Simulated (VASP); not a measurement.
# Hf2SiBr (P6/mmm) in VASP: a series of runs

Hf2SiBr is run at these levels: PBE; tasks: single point, relaxation of cell and atoms.

All numbers are computed with VASP 6.6.1; they aren't measurements. Logs are shortened: lines on timing, memory, paths and dates and some standing lists are left out, and cuts for length are marked.

### 1 The cell of the first run

Symmetry: P6/mmm, No. 191, hexagonal system. The conventional cell has a = 3.229 Å, b = 3.229 Å, c = 10.521 Å, α = 90.00°, β = 90.00°, γ = 120.00°. Within 3.4 Å of Hf (site symmetry 6mm) lie 1 Br at 2.59 Å and 1 Si at 2.67 Å and 6 Hf at 3.23 Å. Within 3.5 Å of Si (site symmetry 6/mmm) lie 2 Hf at 2.67 Å and 6 Si at 3.23 Å. Br (site symmetry 6/mmm) has 2 Hf at 2.59 Å and 6 Br at 3.23 Å within 3.4 Å.

The cell was built from a structure type or drawn by symmetry, and may not be a known phase.

### 2 Single point, PBE

INCAR

```
SYSTEM = Hf2SiBr
  ALGO = Normal
  EDIFF = 1E-7
  ENCUT = 520
  GGA = PE
  ISIF = 2
  ISMEAR = 0
  LASPH = .True.
  LCHARG = .True.
  LELF = .True.
  LREAL = .False.
  LVHAR = .True.
  LWAVE = .False.
  NBANDS = 24
  NELM = 80
  PREC = Accurate
  SIGMA = 0.1
```

KPOINTS

```
k-points
0
Gamma
  6 6 4
  0 0 0
```

POSCAR

```
Hf2SiBr
1.0
    3.2290509179      0.0000000023      0.0000000000
   -1.6145254610      2.7964401239      0.0000000000
    0.0000000000      0.0000000000     10.5206578670
Hf Si Br
2 1 1
Direct
    0.0000000000      0.0000000000      0.2541737206
    0.0000000000      0.0000000000      0.7458262794
    0.0000000000      0.0000000000      0.0000000000
    0.0000000000      0.0000000000      0.5000000000
```

Potentials or basis: VASP PAW PBE potentials, release 64 (Hf_pv, Si, Br).

Command:

```sh
cat potpaw_PBE.64/Hf_pv/POTCAR potpaw_PBE.64/Si/POTCAR potpaw_PBE.64/Br/POTCAR > POTCAR
mpirun -np 1 vasp_std > vasp.out
```

OUTCAR:

```text
SYSTEM = Hf2SiBr
   EDIFF = 1E-7
   ENCUT = 520
   GGA = PE
   ISIF = 2
   ISMEAR = 0
   LASPH = .True.
   LREAL = .False.
   NELM = 80
   PREC = Accurate

 ion  position               nearest neighbor table
   1  0.000  0.000  0.254-   4 2.59   3 2.67
   2  0.000  0.000  0.746-   4 2.59   3 2.67
   3  0.000  0.000  0.000-   1 2.67   2 2.67
   4  0.000  0.000  0.500-   1 2.59   2 2.59

  LATTYP: Found a hexagonal cell.
 ALAT       =     3.2290509179
 C/A-ratio  =     3.2581269650

  Lattice vectors:

 A1 = (   3.2290509179,   0.0000000023,   0.0000000000)
 A2 = (  -1.6145254610,   2.7964401239,   0.0000000000)
 A3 = (   0.0000000000,   0.0000000000,  10.5206578670)

Analysis of symmetry for initial positions (statically):
=====================================================================
 Subroutine PRICEL returns:
 Original cell was already a primitive cell.

 Routine SETGRP: Setting up the symmetry group for a
 hexagonal supercell.

 Subroutine GETGRP returns: Found 24 space group operations
 (whereof 24 operations were pure point group operations)
 out of a pool of 24 trial point group operations.

The static configuration has the point symmetry D_6h.

Analysis of symmetry for dynamics (positions and initial velocities):
=====================================================================
 Subroutine PRICEL returns:
 Original cell was already a primitive cell.

 Routine SETGRP: Setting up the symmetry group for a
 hexagonal supercell.

 Subroutine GETGRP returns: Found 24 space group operations
 (whereof 24 operations were pure point group operations)
 out of a pool of 24 trial point group operations.

The dynamic configuration has the point symmetry D_6h.

 Subroutine INISYM returns: Found 24 space group operations
 (whereof 24 operations are pure point group operations),
 and found     1 'primitive' translations

----------------------------------------------------------------------------------------

                                     Primitive cell

  volume of cell :      94.9999

  direct lattice vectors                    reciprocal lattice vectors
     3.229050918  0.000000002  0.000000000     0.309688520  0.178798751  0.000000000
    -1.614525461  2.796440124  0.000000000    -0.000000000  0.357597501  0.000000000
     0.000000000  0.000000000 10.520657867     0.000000000  0.000000000  0.095051090

  length of vectors
     3.229050918  3.229050918 10.520657867     0.357597501  0.357597501  0.095051090

  position of ions in fractional coordinates (direct lattice)
     0.000000000  0.000000000  0.254173721
     0.000000000  0.000000000  0.745826279
     0.000000000  0.000000000  0.000000000
     0.000000000  0.000000000  0.500000000

  ion indices of the primitive-cell ions
   primitive index   ion index
                 1           1
                 2           2
                 3           3
                 4           4

----------------------------------------------------------------------------------------

 KPOINTS: k-points

Automatic generation of k-mesh.
 Grid dimensions read from file:
 generate k-points for:    6    6    4

 Generating k-lattice:

  Cartesian coordinates                     Fractional coordinates (reciprocal lattice)
     0.051614753  0.029799792  0.000000000     0.166666667  0.000000000  0.000000000
    -0.000000000  0.059599583  0.000000000     0.000000000  0.166666667  0.000000000
     0.000000000  0.000000000  0.023762773     0.000000000  0.000000000  0.250000000

  Length of vectors
     0.059599583  0.059599583  0.023762773

  Shift w.r.t. Gamma in fractional coordinates (k-lattice)
     0.000000000  0.000000000  0.000000000

 Subroutine IBZKPT returns following result:
 ===========================================

 Found     21 irreducible k-points:

 Following reciprocal coordinates:
            Coordinates               Weight
  0.000000  0.000000  0.000000      1.000000
  0.166667  0.000000  0.000000      6.000000
  0.333333  0.000000  0.000000      6.000000
  0.500000  0.000000  0.000000      3.000000
  0.166667  0.166667  0.000000      6.000000
  0.333333  0.166667  0.000000     12.000000
[... 13 lines left out ...]
  0.333333  0.166667  0.500000     12.000000
  0.333333  0.333333  0.500000      2.000000
   k-points           NKPTS =     21   k-points in BZ     NKDIM =     21   number of bands    NBANDS=     24
   number of dos      NEDOS =    301   number of ions     NIONS =      4
   total plane-waves  NPLWV =  46080
   dimension x,y,z NGX =    24 NGY =   24 NGZ =   80
   dimension x,y,z NGXF=    48 NGYF=   48 NGZF=  160
   ions per type =               2   1   1
   NGX,Y,Z   is equivalent  to a cutoff of  12.36, 12.36, 12.64 a.u.
   NGXF,Y,Z  is equivalent  to a cutoff of  24.71, 24.71, 25.28 a.u.
 SYSTEM =  Hf2SiBr
   PREC   = accura    normal or accurate (medium, high low for compatibility)
   ISTART =      0    job   : 0-new  1-cont  2-samecut
   ICHARG =      2    charge: 1-file 2-atom 10-const
   ISPIN  =      1    spin polarized calculation?
   LNONCOLLINEAR =      F non collinear calculations
   LSORBIT =      F    spin-orbit coupling
   LASPH  =      T    aspherical Exc in radial PAW
   ENCUT  =  520.0 eV  38.22 Ry    6.18 a.u.   6.00  6.00 19.56*2*pi/ulx,y,z
   NELM   =     80;   NELMIN=  2; NELMDL= -5     # of ELM steps
   EDIFF  = 0.1E-06   stopping-criterion for ELM
   LREAL  =      F    real-space projection
   EDIFFG = 0.1E-05   stopping-criterion for IOM
   NSW    =      0    number of steps for IOM
   IBRION =     -1    ionic relax: 0-MD 1-quasi-New 2-CG
   NFREE  =      0    steps in history (QN), initial steepest desc. (CG)
   ISIF   =      2    stress and relaxation
   ISYM   =      2    0-nonsym 1-usesym 2-fastsym
   POTIM  = 0.5000    time-step for ionic-motion
   TEBEG  =    0.0;   TEEND  =   0.0 temperature during run
   PSTRESS=    0.0 pullay stress
   NELECT =      31.0000    total number of electrons
   NUPDOWN=      -1.0000    fix difference up-down
   EMIN   =  10.00;   EMAX   =-10.00  energy-range for DOS
   EFERMI =   0.00;   METHOD = LEGACY
   ISMEAR =     0;   SIGMA  =   0.10  broadening in eV -4-tet -1-fermi 0-gaus
   EFERMI_NEDOS =   21; number of points for ismear=-14 and -15
   IALGO  =     38    algorithm
   IMIX   =      4    mixing-type and parameters
     AMIX     =   0.40;   BMIX     =  1.00
     AMIX_MAG =   1.60;   BMIX_MAG =  1.00
  volume/ion in A,a.u.               =      23.75       160.27
  Fermi-wavevector in a.u.,A,eV,Ry     =   1.127079  2.129870 17.283572  1.270307
  Thomas-Fermi vector in A             =   2.263763
   LORBIT       =      0    0 simple, 1 ext, 2 COOP (PROOUT), +10 PAW based schemes
   GGA     = PE    functional components
   LHFCALC =     F    Hartree Fock is set to
   AEXX    =    0.0000 exact exchange contribution
   IVDW    =     0    specifies the selected vdW correction
   LEPSILON=     F    determine dielectric tensor
   LRPA    =     F    only Hartree local field effects (RPA)
 non-spin polarized calculation
 Gauss-broadening in eV      SIGMA  =   0.10
  energy-cutoff  :      520.00
  volume of cell :       95.00
 maximum number of plane-waves:      2592
   NGX = 13   NGY = 13   NGZ = 39

 number of electron      31.0000003 magnetization

 Free energy of the ion-electron system (eV)
  ---------------------------------------------------
  ext. energy  EPLUGINS =         0.00000000
  ---------------------------------------------------
  free energy    TOTEN  =       -25.66099185 eV

  energy without entropy =      -25.63165408  energy(sigma->0) =      -25.64632297

 E-fermi :   4.4554     XC(G=0): -10.2045

 val. band max:        4.4465523853   @ k =   0.3333   0.3333   0.2500
 cond. band min:       4.4647710873   @ k =   0.1667   0.1667   0.0000
 fundamental gap:      0.0182187020
 Fermi energy:         4.4554022043

 k-point     1 :       0.0000    0.0000    0.0000
  band No.  band energies     occupation
      1     -26.6093      2.00000
      2     -26.6009      2.00000
      3     -26.2004      2.00000
      4     -26.2004      2.00000
      5     -26.2003      2.00000
      6     -26.2003      2.00000
[... 16 lines left out ...]
     23       8.1105      0.00000
     24       8.8267      0.00000

 k-point     2 :       0.1667    0.0000    0.0000
  band No.  band energies     occupation
      1     -26.5915      2.00000
      2     -26.5836      2.00000
      3     -26.3263      2.00000
      4     -26.3261      2.00000
      5     -26.2299      2.00000
      6     -26.2297      2.00000
[... 16 lines left out ...]
     23       7.7509      0.00000
     24       8.5555      0.00000

 k-point     3 :       0.3333    0.0000    0.0000
  band No.  band energies     occupation
      1     -26.5702      2.00000
      2     -26.5699      2.00000
      3     -26.5558      2.00000
      4     -26.5487      2.00000
      5     -26.2883      2.00000
      6     -26.2881      2.00000
[... 16 lines left out ...]
     23       8.6315      0.00000
     24       8.6712      0.00000

 k-point     4 :       0.5000    0.0000    0.0000
  band No.  band energies     occupation
      1     -26.6883      2.00000
      2     -26.6881      2.00000
      3     -26.5379      2.00000
      4     -26.5312      2.00000
      5     -26.3172      2.00000
      6     -26.3170      2.00000
[... 16 lines left out ...]
     23       9.4084      0.00000
     24      10.2694      0.00000

 k-point     5 :       0.1667    0.1667    0.0000
  band No.  band energies     occupation
      1     -26.5648      2.00000
      2     -26.5575      2.00000
      3     -26.4869      2.00000
      4     -26.4866      2.00000
      5     -26.2979      2.00000
      6     -26.2978      2.00000
[... 370 lines left out ...]
 k-point    19 :       0.1667    0.1667    0.5000
  band No.  band energies     occupation
      1     -26.5633      2.00000
      2     -26.5589      2.00000
      3     -26.4868      2.00000
      4     -26.4867      2.00000
      5     -26.2979      2.00000
      6     -26.2978      2.00000
[... 16 lines left out ...]
     23       8.3138      0.00000
     24       8.5619      0.00000

 k-point    20 :       0.3333    0.1667    0.5000
  band No.  band energies     occupation
      1     -26.6272      2.00000
      2     -26.6270      2.00000
      3     -26.5366      2.00000
      4     -26.5326      2.00000
      5     -26.3819      2.00000
      6     -26.3817      2.00000
[... 16 lines left out ...]
     23       9.9549      0.00000
     24      10.1497      0.00000

 k-point    21 :       0.3333    0.3333    0.5000
  band No.  band energies     occupation
      1     -26.5430      2.00000
      2     -26.5430      2.00000
      3     -26.5428      2.00000
      4     -26.5428      2.00000
      5     -26.5277      2.00000
      6     -26.5238      2.00000
[... 16 lines left out ...]
     23       9.5274      0.00000
     24       9.6311      0.00000

------------------------ aborting loop because EDIFF is reached ----------------------------------------

  FORCE on cell =-STRESS in cart. coord.  units (eV):
  Direction    XX          YY          ZZ          XY          YZ          ZX
  --------------------------------------------------------------------------------------
  -------------------------------------------------------------------------------------
  Total       -0.0779534     -0.0779534     -0.1599814      0.0000000      0.0000000      0.0000000
  in kB       -1.3146874     -1.3146874     -2.6980928      0.0000000      0.0000000      0.0000000
  external PRESSURE =      -1.7758225 kB  Pullay stress =       0.0000000 kB

 VOLUME and BASIS-vectors are now :
 -----------------------------------------------------------------------------
  energy-cutoff  :      520.00
  volume of cell :       95.00
      direct lattice vectors                 reciprocal lattice vectors
     3.229050918  0.000000002  0.000000000     0.309688520  0.178798751  0.000000000
    -1.614525461  2.796440124  0.000000000    -0.000000000  0.357597501  0.000000000
     0.000000000  0.000000000 10.520657867     0.000000000  0.000000000  0.095051090

 POSITION                                       TOTAL-FORCE (eV/Angst)
 -----------------------------------------------------------------------------------
      0.00000      0.00000      2.67407         0.000000      0.000000      0.027900
      0.00000      0.00000      7.84658        -0.000000     -0.000000     -0.027900
      0.00000      0.00000      0.00000         0.000000     -0.000000      0.000000
      0.00000      0.00000      5.26033         0.000000     -0.000000      0.000000
 -----------------------------------------------------------------------------------
    total drift:                                0.000000      0.000000     -0.000000

  FREE ENERGIE OF THE ION-ELECTRON SYSTEM (eV)
  ---------------------------------------------------
  free  energy   TOTEN  =       -25.6609918514 eV

  energy  without entropy=      -25.6316540816  energy(sigma->0) =      -25.64632297
```

Run time: 32 s. Hardware: 1 thread of Intel Xeon Platinum 8488C (Sapphire Rapids), shared host; peak memory 0.22 GiB.

What came out:

```
Free energy            : -25.6610 eV
Pressure               : -0.2 GPa
Largest force          : 0.028 eV/Å
Band gap on the k mesh : zero (an odd number of electrons rules out a gap without spin polarisation)
```

Forces on the atoms (eV/Å):
```
Hf   0.000  0.000  0.028
Hf   0.000  0.000 -0.028
Si   0.000  0.000  0.000
Br   0.000  0.000  0.000
```

Stress tensor (GPa, compression positive):
```
-0.13  0.00  0.00
 0.00 -0.13  0.00
 0.00  0.00 -0.27
```

Levels at points of the mesh, in eV from the Fermi level:
```tsv
k point	band 12	band 13	band 14	band 15	band 16	band 17	band 18	band 19	band 20	band 21
(0.00, 0.00, 0.00)	-2.29	-0.89	-0.89	1.52	1.52	1.54	1.54	2.13	3.56	3.56
(0.50, 0.00, 0.00)	-2.13	-1.99	-1.94	-1.08	-0.43	0.92	1.53	2.18	2.60	3.04
(0.00, 0.00, 0.50)	-2.32	-0.89	-0.89	1.53	1.53	1.53	1.53	3.17	3.23	3.23
(0.50, 0.00, 0.50)	-2.34	-2.13	-1.85	-0.87	-0.40	-0.26	1.87	2.33	2.79	3.25
```

Caveat: the k points lie up to 0.37 Å⁻¹ apart, too coarse for converged energies and pressures of a metal; spin-orbit coupling is left out, which moves the levels of the heavy elements; an odd number of electrons without spin polarisation forces a metal; a magnetic or distorted state may lie lower.

### 3 Single point, PBE

This run uses another cell than the first one, of 25.02 Å³/atom.

INCAR

```
SYSTEM = Hf2SiBr
PREC = Accurate
ENCUT = 520
EDIFF = 1E-6
ISMEAR = 0
SIGMA = 0.1
LREAL = .FALSE.
LASPH = .TRUE.
NELM = 80
ALGO = Normal
ISIF = 2
LWAVE = .FALSE.
LCHARG = .FALSE.
GGA = PE
NBANDS = 24
```

KPOINTS

```
regular mesh
0
G
  6 6 4
  0 0 0
```

POSCAR

```
Hf2SiBr
1.0
    3.9952188900      0.0000000000      0.0000000000
   -1.9976094500      3.4599610600      0.0000000000
    0.0000000000      0.0000000000      7.2389767400
Hf Si Br
2 1 1
Direct
    0.0000000000      0.0000000000      0.2459194600
    0.0000000000      0.0000000000      0.7540805400
    0.0000000000      0.0000000000      0.0000000000
    0.0000000000      0.0000000000      0.5000000000
```

Potentials or basis: VASP PAW PBE potentials, release 64 (Hf_pv, Si, Br).

Command:

```sh
cat potpaw_PBE.64/Hf_pv/POTCAR potpaw_PBE.64/Si/POTCAR potpaw_PBE.64/Br/POTCAR > POTCAR
mpirun -np 1 vasp_std > vasp.out
```

Wall time 36 s (1 thread of Intel Xeon Platinum 8488C (Sapphire Rapids), shared host); peak memory 0.23 GiB.

The run converged. Its results:

```
Free energy            : 3.3987 eV
Pressure               : 91.8 GPa
Largest force          : 7.499 eV/Å
Band gap on the k mesh : zero (an odd number of electrons rules out a gap without spin polarisation)
```

Forces in eV/Å, atoms in the order of the input:
```
Hf   0.000  0.000 -7.499
Hf   0.000  0.000  7.499
Si   0.000  0.000  0.000
Br   0.000  0.000  0.000
```

Stress tensor (GPa, compression positive):
```
 -7.89   0.00   0.00
  0.00  -7.89   0.00
  0.00   0.00 291.28
```

Levels at points of the mesh, in eV from the Fermi level:
```csv
k point,band 11,band 12,band 13,band 14,band 15,band 16,band 17,band 18,band 19,band 20
"(0.00, 0.00, 0.00)",-6.22,-3.19,-2.33,-0.08,-0.08,-0.01,-0.01,0.93,0.93,1.80
"(0.50, 0.00, 0.00)",-4.99,-2.92,-1.40,-0.87,-0.62,-0.25,-0.23,2.03,2.51,3.06
"(0.00, 0.00, 0.50)",-3.85,-3.03,-1.82,-1.82,-1.22,0.98,1.27,1.27,1.35,1.35
"(0.50, 0.00, 0.50)",-3.58,-2.17,-2.14,-1.05,-0.11,0.65,1.03,1.45,3.07,3.30
```

Caveat: atoms lie so close that the PAW spheres overlap strongly, which falsifies energies and pressures; the cell stands under pressure; spin-orbit coupling is left out, which moves the levels of the heavy elements; an odd number of electrons without spin polarisation forces a metal; a magnetic or distorted state may lie lower.

(Continued in part 2 of 2.)
